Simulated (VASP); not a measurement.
# Pt (Pm-3m) in VASP: further runs

Pt is run at these levels: revPBE; tasks: relaxation of cell and atoms.

All numbers are computed with VASP 6.6.1; they aren't measurements. Logs are shortened: lines on timing, memory, paths and dates and some standing lists are left out, and cuts for length are marked.

## Step 1: The cell of the first run

Symmetry: Pm-3m, No. 221, cubic system. The conventional cell has a = 2.550 Å, b = 2.550 Å, c = 2.550 Å, α = 90.00°, β = 90.00°, γ = 90.00°. Within 3.4 Å of Pt (site symmetry m-3m) lie 6 Pt at 2.55 Å.

## Step 2: Relaxation of cell and atoms, revPBE

Contents of INCAR:

```
PREC = Accurate
ENCUT = 600
EDIFF = 1E-7
ISMEAR = 0
SIGMA = 0.1
LREAL = F
LASPH = T
NELM = 60
ALGO = Normal
ISIF = 3
LWAVE = F
LCHARG = F
GGA = RE
IBRION = 2
NSW = 80
EDIFFG = -0.03
```

Contents of KPOINTS:

```
Automatic mesh
0
Gamma
  7 7 7
```

Contents of POSCAR:

```
Pt
1.0
    2.5500000000      0.0000000000      0.0000000000
    0.0000000000      2.5500000000      0.0000000000
    0.0000000000      0.0000000000      2.5500000000
Pt
1
Direct
    0.0000000000      0.0000000000      0.0000000000
```

Potentials or basis: VASP PAW PBE potentials, release 64 (Pt).

Started as:

```bash
> cat potpaw_PBE.64/Pt/POTCAR > POTCAR
> mpirun -np 1 vasp_std > vasp.out
```

OUTCAR:

```text
PREC = Accurate
   ENCUT = 600
   EDIFF = 1E-7
   ISMEAR = 0
   LREAL = F
   LASPH = T
   NELM = 60
   ISIF = 3
   GGA = RE
   IBRION = 2
   NSW = 80
   EDIFFG = -0.03

 ion  position               nearest neighbor table
   1  0.000  0.000  0.000-

  LATTYP: Found a simple cubic cell.
 ALAT       =     2.5500000000

  Lattice vectors:

 A1 = (   2.5500000000,   0.0000000000,   0.0000000000)
 A2 = (   0.0000000000,   2.5500000000,   0.0000000000)
 A3 = (   0.0000000000,   0.0000000000,   2.5500000000)

Analysis of symmetry for initial positions (statically):
=====================================================================
 Subroutine PRICEL returns:
 Original cell was already a primitive cell.

 Routine SETGRP: Setting up the symmetry group for a
 simple cubic supercell.

 Subroutine GETGRP returns: Found 48 space group operations
 (whereof 48 operations were pure point group operations)
 out of a pool of 48 trial point group operations.

The static configuration has the point symmetry O_h .

Analysis of symmetry for dynamics (positions and initial velocities):
=====================================================================
 Subroutine PRICEL returns:
 Original cell was already a primitive cell.

 Routine SETGRP: Setting up the symmetry group for a
 simple cubic supercell.

 Subroutine GETGRP returns: Found 48 space group operations
 (whereof 48 operations were pure point group operations)
 out of a pool of 48 trial point group operations.

The dynamic configuration has the point symmetry O_h .

 Subroutine INISYM returns: Found 48 space group operations
 (whereof 48 operations are pure point group operations),
 and found     1 'primitive' translations

----------------------------------------------------------------------------------------

                                     Primitive cell

  volume of cell :      16.5814

  direct lattice vectors                    reciprocal lattice vectors
     2.550000000  0.000000000  0.000000000     0.392156863  0.000000000  0.000000000
     0.000000000  2.550000000  0.000000000     0.000000000  0.392156863  0.000000000
     0.000000000  0.000000000  2.550000000     0.000000000  0.000000000  0.392156863

  length of vectors
     2.550000000  2.550000000  2.550000000     0.392156863  0.392156863  0.392156863

[... 63 lines left out ...]
 SYSTEM =  unknown system
   PREC   = accura    normal or accurate (medium, high low for compatibility)
   ISTART =      0    job   : 0-new  1-cont  2-samecut
   ICHARG =      2    charge: 1-file 2-atom 10-const
   ISPIN  =      1    spin polarized calculation?
   LNONCOLLINEAR =      F non collinear calculations
   LSORBIT =      F    spin-orbit coupling
   LASPH  =      T    aspherical Exc in radial PAW
   ENCUT  =  600.0 eV  44.10 Ry    6.64 a.u.   5.09  5.09  5.09*2*pi/ulx,y,z
   NELM   =     60;   NELMIN=  2; NELMDL= -5     # of ELM steps
   EDIFF  = 0.1E-06   stopping-criterion for ELM
   LREAL  =      F    real-space projection
   EDIFFG = -.3E-01   stopping-criterion for IOM
   NSW    =     80    number of steps for IOM
   IBRION =      2    ionic relax: 0-MD 1-quasi-New 2-CG
   NFREE  =      1    steps in history (QN), initial steepest desc. (CG)
   ISIF   =      3    stress and relaxation
   ISYM   =      2    0-nonsym 1-usesym 2-fastsym
   POTIM  = 0.5000    time-step for ionic-motion
   TEBEG  =    0.0;   TEEND  =   0.0 temperature during run
   PSTRESS=    0.0 pullay stress
   NELECT =      10.0000    total number of electrons
   NUPDOWN=      -1.0000    fix difference up-down
   EMIN   =  10.00;   EMAX   =-10.00  energy-range for DOS
   EFERMI =   0.00;   METHOD = LEGACY
   ISMEAR =     0;   SIGMA  =   0.10  broadening in eV -4-tet -1-fermi 0-gaus
   EFERMI_NEDOS =   21; number of points for ismear=-14 and -15
   IALGO  =     38    algorithm
   IMIX   =      4    mixing-type and parameters
     AMIX     =   0.40;   BMIX     =  1.00
     AMIX_MAG =   1.60;   BMIX_MAG =  1.00
  volume/ion in A,a.u.               =      16.58       111.90
  Fermi-wavevector in a.u.,A,eV,Ry     =   1.383146  2.613767 26.029204  1.913092
  Thomas-Fermi vector in A             =   2.507771
   LORBIT       =      0    0 simple, 1 ext, 2 COOP (PROOUT), +10 PAW based schemes
   GGA     = RE    functional components
   LHFCALC =     F    Hartree Fock is set to
   AEXX    =    0.0000 exact exchange contribution
   IVDW    =     0    specifies the selected vdW correction
   LEPSILON=     F    determine dielectric tensor
   LRPA    =     F    only Hartree local field effects (RPA)
 conjugate gradient relaxation of ions
 non-spin polarized calculation
 Gauss-broadening in eV      SIGMA  =   0.10
  energy-cutoff  :      600.00
  volume of cell :       16.58
 maximum number of plane-waves:       564
   NGX = 11   NGY = 11   NGZ = 11

--------------------------------------- Ionic step        1  -------------------------------------------

 number of electron      10.0000000 magnetization

 number of electron       9.9999998 magnetization

 Free energy of the ion-electron system (eV)
  ---------------------------------------------------
  ext. energy  EPLUGINS =         0.00000000
  ---------------------------------------------------
  free energy    TOTEN  =        -5.15938191 eV

  energy without entropy =       -5.15119080  energy(sigma->0) =       -5.15528636

------------------------ aborting loop because EDIFF is reached ----------------------------------------

  FORCE on cell =-STRESS in cart. coord.  units (eV):
  Direction    XX          YY          ZZ          XY          YZ          ZX
  --------------------------------------------------------------------------------------
  -------------------------------------------------------------------------------------
  Total        2.2917610      2.2917610      2.2917610      0.0000000      0.0000000     -0.0000000
  in kB      221.4416826    221.4416826    221.4416826      0.0000000      0.0000000     -0.0000000
  external PRESSURE =     221.4416826 kB  Pullay stress =       0.0000000 kB
[... 92 lines left out ...]
--------------------------------------- Ionic step        4  -------------------------------------------

 number of electron      10.0000001 magnetization

 Free energy of the ion-electron system (eV)
  ---------------------------------------------------
  ext. energy  EPLUGINS =         0.00000000
  ---------------------------------------------------
  free energy    TOTEN  =        -5.26343076 eV

  energy without entropy =       -5.25579576  energy(sigma->0) =       -5.25961326

 E-fermi :   8.1322     XC(G=0): -12.1409

 val. band max:        8.0939935869   @ k =   0.2857   0.1429   0.0000
 cond. band min:       8.1763422070   @ k =   0.4286   0.1429   0.0000
 fundamental gap:      0.0823486201
 Fermi energy:         8.1322397837

 k-point     1 :       0.0000    0.0000    0.0000
  band No.  band energies     occupation
      1      -0.1498      2.00000
      2       2.5909      2.00000
      3       2.5909      2.00000
      4       8.3972      0.00018
      5       8.3972      0.00018
      6       8.3972      0.00018
      7      23.2373      0.00000
      8      23.2373      0.00000
      9      23.2373      0.00000
[... 254 lines left out ...]
  FREE ENERGIE OF THE ION-ELECTRON SYSTEM (eV)
  ---------------------------------------------------
  free  energy   TOTEN  =        -5.2634307630 eV

  energy  without entropy=       -5.2557957596  energy(sigma->0) =       -5.25961326

 reached required accuracy - stopping structural energy minimisation
```

Run time: 8.2 s. Hardware: 1 thread of Intel Xeon 6975P-C, shared host; peak memory 0.13 GiB.

What came out:

```yaml
Free_energy: -5.2634 eV
Relaxed_volume: 18.26 Å³/atom
Relaxed_cell: a = 2.633 Å, b = 2.633 Å, c = 2.633 Å, α = 90.00°, β = 90.00°, γ = 90.00°
Space_group_after_relaxing_to_0.05_Å: Pm-3m (No. 221)
Energy_gained_by_relaxing: 104.0 meV/atom
Ionic_steps: 4
Pressure_after_relaxing: -0.2 GPa
Band_gap_on_the_k_mesh: zero (band 5 reaches 9.38 eV, above the bottom of band 6 at 7.31 eV)
```

The path:
| step | energy change (eV) | largest force (eV/Å) | pressure (GPa) | volume (Å³) |
| --- | --- | --- | --- | --- |
| 1 | 0.0000 | 0.0000 | 22.14 | 16.58 |
| 2 | 0.2828 | 0.0000 | -21.69 | 22.71 |
| 3 | -0.1035 | 0.0000 | -1.36 | 18.38 |
| 4 | -0.1040 | 0.0000 | -0.22 | 18.26 |

Final structure:
```
Pt
1.0
     2.63332    0.00000    0.00000
     0.00000    2.63332    0.00000
     0.00000    0.00000    2.63332
Pt
1
Cartesian
  0.0000 0.0000 0.0000
```

Levels at points of the mesh, in eV from the Fermi level:
```tsv
k point	band 1	band 2	band 3	band 4	band 5	band 6	band 7	band 8	band 9
(0.00, 0.00, 0.00)	-8.28	-5.54	-5.54	0.26	0.26	0.26	15.11	15.11	15.11
```

Caveat: the PAW data sets were made with another functional, which shifts forces and pressure a little; spin-orbit coupling is left out, which moves the levels of the heavy elements.

## Step 3: Relaxation of cell and atoms, revPBE, target pressure 5 GPa, at which the enthalpy is minimised

Contents of INCAR:

```
ALGO     = Normal         # electronic algorithm
EDIFF    = 1E-6           # SCF threshold, eV
EDIFFG   = -0.03          # ionic threshold
ENCUT    = 600            # plane-wave cutoff, eV
GGA      = RE             # functional
IBRION   = 2              # ionic algorithm
ISIF     = 3              # what is computed and relaxed
ISMEAR   = 0              # smearing method
LASPH    = True           # aspherical terms in the spheres
LCHARG   = False          # write CHGCAR
LREAL    = False          # projectors in reciprocal space
LWAVE    = False          # write WAVECAR
NELM     = 60             # most SCF steps
NSW      = 80             # ionic steps
PREC     = Accurate       # precision mode
PSTRESS  = 50.0         
SIGMA    = 0.1            # smearing width, eV
```

Contents of KPOINTS:

```
k-points
0
Gamma
  7 7 7
```

POSCAR is that of step 2.

Potentials or basis: VASP PAW PBE potentials, release 64 (Pt).

Started as:

```bash
> cat potpaw_PBE.64/Pt/POTCAR > POTCAR
> mpirun -np 1 vasp_std > vasp.out
```

Run time: 7.2 s. Hardware: 1 thread of Intel Xeon 6975P-C, shared host; peak memory 0.13 GiB.

It converged, with:

```
Free energy                                            : -5.2567 eV
Relaxed volume                                         : 17.78 Å³/atom
Relaxed cell                                           : a = 2.610 Å, b = 2.610 Å, c = 2.610 Å, α = 90.00°, β = 90.00°, γ = 90.00°
Space group after relaxing (to 0.05 Å)                 : Pm-3m (No. 221)
Energy change on relaxing (the enthalpy is what falls) : -97.3 meV/atom
Ionic steps                                            : 4
Pressure after relaxing                                : 4.9 GPa
Band gap on the k mesh                                 : zero (band 5 reaches 9.87 eV, above the bottom of band 6 at 7.70 eV)
```

Step by step:
| step | energy change (eV) | largest force (eV/Å) | pressure (GPa) | volume (Å³) |
| --- | --- | --- | --- | --- |
| 1 | 0.0000 | 0.0000 | 22.15 | 16.58 |
| 2 | 0.0948 | 0.0000 | -18.13 | 21.21 |
| 3 | -0.0994 | 0.0000 | 4.03 | 17.86 |
| 4 | -0.0973 | 0.0000 | 4.89 | 17.78 |

Final structure:
```cif
data_structure
_symmetry_space_group_name_H-M 'P 1'
_symmetry_Int_Tables_number 1
_cell_length_a 2.6103
_cell_length_b 2.6103
_cell_length_c 2.6103
_cell_angle_alpha 90.000
_cell_angle_beta 90.000
_cell_angle_gamma 90.000
_cell_volume 17.78
loop_
_atom_site_label
_atom_site_type_symbol
_atom_site_fract_x
_atom_site_fract_y
_atom_site_fract_z
_atom_site_occupancy
Pt1 Pt 0.00000 0.00000 0.00000 1
```

Levels at points of the mesh, in eV from the Fermi level:
| k point | band 2 | band 3 | band 4 | band 5 | band 6 | band 7 | band 8 | band 9 |
| --- | --- | --- | --- | --- | --- | --- | --- | --- |
| (0.00, 0.00, 0.00) | -5.77 | -5.77 | 0.28 | 0.28 | 0.28 | 15.23 | 15.23 | 15.23 |

Caveat: the cell is relaxed towards a set pressure, so the enthalpy falls and the energy may rise; the PAW data sets were made with another functional, which shifts forces and pressure a little; spin-orbit coupling is left out, which moves the levels of the heavy elements.

## Step 4: Relaxation of cell and atoms, revPBE, target pressure 10 GPa, at which the enthalpy is minimised

Contents of INCAR:

```
PREC = Accurate
ENCUT = 600
EDIFF = 1E-6
ISMEAR = 0
SIGMA = 0.1
LREAL = False
LASPH = True
NELM = 60
ALGO = Normal
ISIF = 3
LWAVE = False
LCHARG = False
GGA = RE
IBRION = 2
NSW = 80
EDIFFG = -0.03
PSTRESS = 100.0
```

Contents of KPOINTS:

```
regular mesh
0
Gamma
  7 7 7
```

POSCAR is that of step 3.

Started as:

```bash
> cat potpaw_PBE.64/Pt/POTCAR > POTCAR
> mpirun -np 1 vasp_std > vasp.out
```

It took 7.2 s on 1 thread of Intel Xeon 6975P-C, shared host; peak memory 0.13 GiB.

It converged, with:

- Free energy: -5.2381 eV
- Relaxed volume: 17.38 Å³/atom
- Relaxed cell: a = 2.590 Å, b = 2.590 Å, c = 2.590 Å, α = 90.00°, β = 90.00°, γ = 90.00°
- Space group after relaxing (to 0.05 Å): Pm-3m (No. 221)
- Energy change on relaxing (the enthalpy is what falls): -78.7 meV/atom
- Ionic steps: 4
- Pressure after relaxing: 10.0 GPa
- Band gap on the k mesh: zero (band 5 reaches 10.30 eV, above the bottom of band 6 at 8.05 eV)

Step by step:
```
step  energy change (eV)  largest force (eV/Å)  pressure (GPa)  volume (Å³)
   1              0.0000                0.0000           22.15        16.58
   2             -0.0416                0.0000          -11.86        19.78
   3             -0.0810                0.0000            9.46        17.42
   4             -0.0787                0.0000            9.96        17.38
```

Final structure:
```yaml
crystal:
  lattice:
    - [2.59030, 0.00000, 0.00000]
    - [0.00000, 2.59030, 0.00000]
    - [0.00000, 0.00000, 2.59030]
  atoms:
    - { symbol: Pt, position: [0.00000, 0.00000, 0.00000] }
```

Levels at points of the mesh, in eV from the Fermi level:
```csv
k point,band 1,band 2,band 3,band 4,band 5,band 6,band 7,band 8,band 9
"(0.00, 0.00, 0.00)",-8.77,-5.98,-5.98,0.29,0.29,0.29,15.35,15.35,15.35
```

Caveat: the cell is relaxed towards a set pressure, so the enthalpy falls and the energy may rise; the PAW data sets were made with another functional, which shifts forces and pressure a little; spin-orbit coupling is left out, which moves the levels of the heavy elements.

## Step 5: Relaxation of cell and atoms, revPBE, target pressure 20 GPa, at which the enthalpy is minimised

Contents of INCAR:

```
SYSTEM = Pt
PREC = Accurate ; ENCUT = 600
EDIFF = 1E-6 ; ISMEAR = 0
SIGMA = 0.1 ; LREAL = .FALSE.
LASPH = .TRUE. ; NELM = 100
ALGO = Normal ; ISIF = 3
LWAVE = .FALSE. ; LCHARG = .FALSE.
GGA = RE ; IBRION = 2
NSW = 80 ; EDIFFG = -0.03
PSTRESS = 200.0
```

Contents of KPOINTS:

```
Automatic mesh
0
G
  7 7 7
  0 0 0
```

POSCAR is that of step 4.

Potentials or basis: VASP PAW PBE potentials, release 64 (Pt).

Started as:

```bash
> cat potpaw_PBE.64/Pt/POTCAR > POTCAR
> mpirun -np 1 vasp_std > vasp.out
```

OUTCAR:

```text
SYSTEM = Pt
   PREC = Accurate
   ENCUT = 600
   EDIFF = 1E-6
   ISMEAR = 0
   LREAL = .FALSE.
   LASPH = .TRUE.
   NELM = 100
   ISIF = 3
   GGA = RE
   IBRION = 2
   NSW = 80
   EDIFFG = -0.03
   PSTRESS = 200.0

 ion  position               nearest neighbor table
   1  0.000  0.000  0.000-

  LATTYP: Found a simple cubic cell.
 ALAT       =     2.5500000000

  Lattice vectors:

 A1 = (   2.5500000000,   0.0000000000,   0.0000000000)
 A2 = (   0.0000000000,   2.5500000000,   0.0000000000)
 A3 = (   0.0000000000,   0.0000000000,   2.5500000000)

Analysis of symmetry for initial positions (statically):
=====================================================================
 Subroutine PRICEL returns:
 Original cell was already a primitive cell.

 Routine SETGRP: Setting up the symmetry group for a
 simple cubic supercell.

 Subroutine GETGRP returns: Found 48 space group operations
 (whereof 48 operations were pure point group operations)
 out of a pool of 48 trial point group operations.

The static configuration has the point symmetry O_h .

Analysis of symmetry for dynamics (positions and initial velocities):
[... 144 lines left out ...]

 number of electron      10.0000000 magnetization

 number of electron       9.9999998 magnetization

 Free energy of the ion-electron system (eV)
  ---------------------------------------------------
  ext. energy  EPLUGINS =         0.00000000
  ---------------------------------------------------
  free energy    TOTEN  =        -5.15938182 eV

  energy without entropy =       -5.15119103  energy(sigma->0) =       -5.15528643

------------------------ aborting loop because EDIFF is reached ----------------------------------------

  FORCE on cell =-STRESS in cart. coord.  units (eV):
  Direction    XX          YY          ZZ          XY          YZ          ZX
  --------------------------------------------------------------------------------------
  -------------------------------------------------------------------------------------
  Total        2.2920364      2.2920364      2.2920364     -0.0000000     -0.0000000      0.0000000
  in kB      221.4682901    221.4682901    221.4682901     -0.0000000     -0.0000000      0.0000000
  external PRESSURE =      21.4682901 kB  Pullay stress =     200.0000000 kB
[... 61 lines left out ...]
--------------------------------------- Ionic step        3  -------------------------------------------

 number of electron       9.9999997 magnetization

 Free energy of the ion-electron system (eV)
  ---------------------------------------------------
  ext. energy  EPLUGINS =         0.00000000
  ---------------------------------------------------
  free energy    TOTEN  =        -5.17617009 eV

  energy without entropy =       -5.16825433  energy(sigma->0) =       -5.17221221

 E-fermi :   9.6203     XC(G=0): -12.6606

 val. band max:        9.5809393405   @ k =   0.2857   0.1429   0.0000
 cond. band min:       9.6791886888   @ k =   0.4286   0.1429   0.0000
 fundamental gap:      0.0982493483
 Fermi energy:         9.6202833531

 k-point     1 :       0.0000    0.0000    0.0000
  band No.  band energies     occupation
      1       0.4593      2.00000
      2       3.2791      2.00000
      3       3.2791      2.00000
      4       9.9409      0.00001
      5       9.9409      0.00001
      6       9.9409      0.00001
      7      25.1671      0.00000
      8      25.1671      0.00000
      9      25.1671      0.00000
[... 258 lines left out ...]
  energy  without entropy=       -5.1682543313  energy(sigma->0) =       -5.17221221

  enthalpy is  TOTEN    =        -3.0903601613 eV   P V=        2.0858099302

 reached required accuracy - stopping structural energy minimisation
```

Run time: 6.1 s. Hardware: 1 thread of Intel Xeon 6975P-C, shared host; peak memory 0.13 GiB.

Results:

| Item | Value |
| --- | --- |
| Free energy | -5.1762 eV |
| Relaxed volume | 16.71 Å³/atom |
| Relaxed cell | a = 2.557 Å, b = 2.557 Å, c = 2.557 Å, α = 90.00°, β = 90.00°, γ = 90.00° |
| Space group after relaxing (to 0.05 Å) | Pm-3m (No. 221) |
| Energy change on relaxing (the enthalpy is what falls) | -16.8 meV/atom |
| Ionic steps | 3 |
| Pressure after relaxing | 20.0 GPa |
| Band gap on the k mesh | zero (band 5 reaches 11.07 eV, above the bottom of band 6 at 8.66 eV) |

Step by step:
```csv
step,energy change (eV),largest force (eV/Å),pressure (GPa),volume (Å³)
1,0.0000,0.0000,22.15,16.58
2,-0.0597,0.0000,13.59,17.12
3,-0.0168,0.0000,19.99,16.71
```

Final structure:
```yaml
crystal:
  lattice:
    - [2.55654, 0.00000, 0.00000]
    - [0.00000, 2.55654, 0.00000]
    - [0.00000, 0.00000, 2.55654]
  atoms:
    - { symbol: Pt, position: [0.00000, 0.00000, 0.00000] }
```

Caveat: the cell is relaxed towards a set pressure, so the enthalpy falls and the energy may rise; the PAW data sets were made with another functional, which shifts forces and pressure a little; spin-orbit coupling is left out, which moves the levels of the heavy elements.

## Step 6: Summary

| cell | gap on the mesh (eV) | pressure (GPa) |
| --- | --- | --- |
| relaxed | none | -0.2 |
| relaxed to 5 GPa | none | 4.9 |
| relaxed to 10 GPa | none | 10.0 |
| relaxed to 20 GPa | none | 20.0 |

Alike in all rows: task relaxation of cell and atoms; level revPBE; potentials or basis VASP PAW PBE potentials, release 64 (Pt); no spin polarisation; k mesh 7 × 7 × 7; cutoff (eV) 600; smearing gaussian 0.1 eV.

Caveats: the PAW data sets were made with another functional, which shifts forces and pressure a little; spin-orbit coupling is left out, which moves the levels of the heavy elements; the cell is relaxed towards a set pressure, so the enthalpy falls and the energy may rise (some runs).

Absolute energies hang on the potentials; compare differences alone.
